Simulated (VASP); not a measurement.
Wanted: the native input for a VASP 6.6.1 run.

| Quantity | Value |
| --- | --- |
| Task | single point |
| Functional | PBEsol |
| Potentials or basis | VASP PAW PBE potentials, release 64 (Au) |
| Cutoff | 520 eV |
| k mesh | 15 × 15 × 8 |
| Occupations | fermi-dirac, width 0.05 eV |
| Spin | no spin polarisation |
| Dipole correction | no |
| Further INCAR settings | ALGO = Normal; EDIFF = 1e-07; NBANDS = 18 |

The structure of Au lies in POSCAR:

```
Au
1.0
    2.5312239751      0.0000000000      0.0000000000
   -1.2656119876      2.1921042651      0.0000000000
    0.0000000000      0.0000000000      4.1756043380
Au
2
Direct
    0.3333333333      0.6666666667      0.2500000000
    0.6666666667      0.3333333333      0.7500000000
```

One way to write it, as run:

INCAR

```
ALGO = Normal ; EDIFF = 1E-7
ENCUT = 520 ; GGA = PS
ISIF = 2 ; ISMEAR = -1
LASPH = True ; LCHARG = False
LREAL = False ; LWAVE = False
NBANDS = 18 ; NELM = 60
PREC = Accurate ; SIGMA = 0.05
```

KPOINTS

```
k-points
0
Gamma
  15 15 8
```

Potentials or basis: VASP PAW PBE potentials, release 64 (Au).

Launch:

```sh
$ cat potpaw_PBE.64/Au/POTCAR > POTCAR
$ mpirun -np 1 vasp_std > vasp.out
```

It gave:

The pressure is 196.9 GPa. The band gap on the k mesh is zero (band 11 reaches 23.27 eV, above the bottom of band 12 at 13.74 eV).

Caveat: the PAW data sets were made with another functional, which shifts forces and pressure a little; spin-orbit coupling is left out, which moves the levels of the heavy elements.

It took 38 s on 1 thread of Intel Xeon 6975P-C, with other jobs on the host, peak memory 0.17 GiB.
